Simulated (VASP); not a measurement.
A run of VASP 6.6.1:

INCAR

```
ALGO = Normal
EDIFF = 1E-6
ENCUT = 520
GGA = PS
ISIF = 2
ISMEAR = 0
LASPH = T
LCHARG = T
LELF = T
LREAL = F
LVHAR = T
LWAVE = F
NBANDS = 34
NELM = 80
PREC = Accurate
SIGMA = 0.05
```

File KPOINTS:

```
k-points
0
Gamma
  6 6 6
```

The input POSCAR:

```
YPb3
1.0
    4.8272045564      0.0000000000      0.0000000000
    0.0000000000      4.8272045564      0.0000000000
    0.0000000000      0.0000000000      4.8272045564
Y Pb
1 3
Direct
    0.0000000000      0.0000000000      0.0000000000
    0.0000000000      0.5000000000      0.5000000000
    0.5000000000      0.5000000000      0.0000000000
    0.5000000000      0.0000000000      0.5000000000
```

Potentials or basis: VASP PAW PBE potentials, release 64 (Y_sv, Pb_d).

The run is started by

```sh
$ cat potpaw_PBE.64/Y_sv/POTCAR potpaw_PBE.64/Pb_d/POTCAR > POTCAR
$ mpirun -np 1 vasp_std > vasp.out
```

Hardware: 1 thread of Intel(R) Xeon(R) 6975P-C (Granite Rapids), on a shared host.

Problem. Estimate the wall time of this run.

Solution. Wall time 32 s on 1 thread of Intel(R) Xeon(R) 6975P-C (Granite Rapids), on a shared host, peak memory 0.25 GiB. Counts: scf iterations 15, k points 20.
